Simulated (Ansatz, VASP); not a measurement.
## One calculation of Co2Ru, two programs

```
Co Ru
1.0
     0.00000    2.77091    2.77091
     2.77091    0.00000    2.77091
     2.77091    2.77091    0.00000
Co Ru
2 1
Direct
  0.25000 0.25000 0.25000
  0.75000 0.75000 0.75000
  0.00000 0.00000 0.00000
```

Alike in both runs: functional PBE; k mesh 14 × 14 × 14; occupations gaussian, width 0.1 eV; collinear spin.

Ansatz relaxed the structure, and its values are those at the end. VASP's run is a single point on that final structure, the one shown.

|  | VASP | Ansatz |
| --- | --- | --- |
| version | VASP 6.6.1 | Ansatz 0.2.0 |
| potentials or method | VASP PAW PBE potentials, release 64 (Co, Ru_pv), cutoff 520 eV | scalar-relativistic, plane waves, PAW |
| valence electrons in the cell | 32 | 50 |

|  | VASP | Ansatz | Ansatz less VASP |
| --- | --- | --- | --- |
| gap on the k mesh at the Fermi level (eV) | none | none | - |
| pressure (GPa) | -0.5 | 0.0 | +0.42 |
| net moment per atom (μB) | 0.76 | 0.76 | +0.003 |
| size of the moment on the site where the two differ most (μB) | 0.94 | 0.97 | +0.027 |

Site moments also hang on the region over which each program counts them. A gap of «none» marks a metal or a gap that the smearing closes. VASP's potentials hold 32 valence electrons a cell and Ansatz's 50, so a difference there can come from the potentials and not from the codes.
